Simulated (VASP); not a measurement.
# BP (lda): single point with LDA

Crystal: BP (lda).

```xyz
2
Lattice="0.0000 2.2454 2.2454 2.2454 0.0000 2.2454 2.2454 2.2454 0.0000" Properties=species:S:1:pos:R:3 pbc="T T T"
B     0.0000    0.0000    0.0000
P     1.1227    1.1227    1.1227
```

```json
{
 "Program": "VASP 6.6.1",
 "Task": "single point",
 "Functional": "LDA",
 "Potentials or basis": "VASP PAW LDA potentials, release 64 (B, P)",
 "Cutoff": "500 eV",
 "k mesh": "8 × 8 × 8",
 "Occupations": "gaussian, width 0.01 eV",
 "Spin": "no spin polarisation"
}
```

| Property | Result |
| --- | --- |
| Pressure | -0.1 GPa |
| Band gap on the k mesh | 1.18 eV, indirect (least direct gap 3.43 eV) |

Levels at points of the mesh, in eV from the valence-band top:
```csv
k point,band 1,band 2,band 3,band 4,band 5,band 6,band 7,band 8,band 9
"(0.00, 0.00, 0.00)",-15.67,0.00,0.00,0.00,3.43,3.43,3.43,7.85,11.48
"(0.50, 0.00, 0.00)",-12.22,-9.24,-1.79,-1.79,3.97,4.70,4.70,10.03,14.78
"(0.50, 0.50, 0.00)",-10.67,-8.65,-4.22,-4.22,1.24,1.53,12.29,12.29,15.36
```

Run time: 8.2 s on 1 thread of Intel Xeon 8259CL (shared host), peak memory 0.12 GiB.

A k mesh can miss the band edges.
